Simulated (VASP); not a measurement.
Wanted: the native input for a VASP 6.6.1 run.

```yaml
Task: relaxation of cell and atoms
Functional: revPBE
Dispersion: D3(BJ)
Potentials_or_basis: VASP PAW PBE potentials, release 64 (Ti_sv, Si)
Cutoff: 600 eV
k_mesh: 7 × 7 × 7
Occupations: fermi-dirac, width 0.05 eV
Spin: no spin polarisation
Dipole_correction: no
Further_INCAR_settings: ALGO = Normal; EDIFF = 1e-07; IBRION = 2; EDIFFG = -0.01; NSW = 60; ISIF = 3
```

The structure of TiSi2 lies in POSCAR:

```
TiSi2
1.0
    0.0000000000      4.1175163063      4.2628978354
    2.3895119538      0.0000000000      4.2628978354
    2.3895119538      4.1175163063      0.0000000000
Ti Si
2 4
Direct
    0.7500000000      0.7500000000      0.7500000000
    0.5000000000      0.5000000000      0.5000000000
    0.4125656100      0.0874343900      0.4125656100
    0.0874343900      0.4125656100      0.0874343900
    0.1625656100      0.8374343900      0.1625656100
    0.8374343900      0.1625656100      0.8374343900
```

The input as run:

INCAR

```
SYSTEM = TiSi2
  PREC = Accurate
  ENCUT = 600
  EDIFF = 1E-7
  ISMEAR = -1
  SIGMA = 0.05
  LREAL = .FALSE.
  LASPH = .TRUE.
  NELM = 100
  ALGO = Normal
  ISIF = 3
  LWAVE = .FALSE.
  LCHARG = .FALSE.
  GGA = RE
  IVDW = 12
  IBRION = 2
  NSW = 60
  EDIFFG = -0.01
```

KPOINTS

```
Automatic mesh
0
G
  7 7 7
  0 0 0
```

Potentials or basis: VASP PAW PBE potentials, release 64 (Ti_sv, Si).

Run with:

```bash
$ cat potpaw_PBE.64/Ti_sv/POTCAR potpaw_PBE.64/Si/POTCAR > POTCAR
$ mpirun -np 1 vasp_std > vasp.out
```

Results of the run:

* Relaxed volume: 13.17 Å³/atom
* Relaxed cell: a = 5.812 Å, b = 4.817 Å, c = 4.641 Å, α = 75.80°, β = 53.47°, γ = 50.73°
* Space group after relaxing (to 0.1 Å): Fddd (No. 70)
* Energy gained by relaxing: 23.6 meV/atom
* Ionic steps: 8
* Pressure after relaxing: 0.0 GPa
* Band gap on the k mesh: zero (bands 20 and 21 overlap by 1.89 eV)
* Dispersion energy per atom: -1.098 eV

Caveat: the dispersion term is far too large for a dense solid, which distorts pressure and volume; the PAW data sets were made with another functional, which shifts forces and pressure a little.

Run time: 29 min on 1 thread of Intel Xeon 8259CL, with other jobs on the host, peak memory 0.38 GiB.
